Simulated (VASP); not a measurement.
Write the native input for VASP 6.6.1 that does the following.

* Task: relaxation of cell and atoms
* Functional: PBE
* Potentials or basis: VASP PAW PBE potentials, release 64 (Te, Pt, W_sv)
* Cutoff: 600 eV
* k mesh: 4 × 4 × 4
* Occupations: gaussian, width 0.1 eV
* Spin: no spin polarisation
* Dipole correction: no
* Further INCAR settings: ALGO = Normal; EDIFF = 1e-07; IBRION = 2; EDIFFG = -0.04; NSW = 90; ISIF = 3

The structure of TePt3W lies in POSCAR:

```
TePt3W
1.0
    4.4900257200      0.0000000000      0.0000000000
    0.0000000000      4.4900257200      0.0000000000
    0.0000000000      0.0000000000      4.4900257200
Te Pt W
1 3 1
Direct
    0.0000000000      0.0000000000      0.0000000000
    0.0000000000      0.5000000000      0.5000000000
    0.5000000000      0.0000000000      0.5000000000
    0.5000000000      0.5000000000      0.0000000000
    0.5000000000      0.5000000000      0.5000000000
```

One way to write it, as run:

INCAR

```
SYSTEM = TePt3W
  ALGO = Normal
  EDIFF = 1E-7
  EDIFFG = -0.04
  ENCUT = 600
  GGA = PE
  IBRION = 2
  ISIF = 3
  ISMEAR = 0
  LASPH = .True.
  LCHARG = .False.
  LREAL = .False.
  LWAVE = .False.
  NELM = 100
  NSW = 90
  PREC = Accurate
  SIGMA = 0.1
```

KPOINTS

```
k-points
0
Gamma
  4 4 4
  0 0 0
```

Potentials or basis: VASP PAW PBE potentials, release 64 (Te, Pt, W_sv).

Run with:

```sh
$ cat potpaw_PBE.64/Te/POTCAR potpaw_PBE.64/Pt/POTCAR potpaw_PBE.64/W_sv/POTCAR > POTCAR
$ mpirun -np 1 vasp_std > vasp.out
```

Results of the run:

```
Relaxed volume                         : 23.17 Å³/atom
Relaxed cell                           : a = 4.875 Å, b = 4.875 Å, c = 4.875 Å, α = 90.00°, β = 90.00°, γ = 90.00°
Space group after relaxing (to 0.05 Å) : Pm-3m (No. 221)
Energy gained by relaxing              : 676.6 meV/atom
Ionic steps                            : 5
Pressure after relaxing                : 0.1 GPa
```

Caveat: the volume moved by over 15 % at a fixed basis, so the end points are rough.

It took 2.9 min on 1 thread of AMD EPYC 7R43 64-Core Processor (Zen 3) (shared host), peak memory 0.2 GiB.
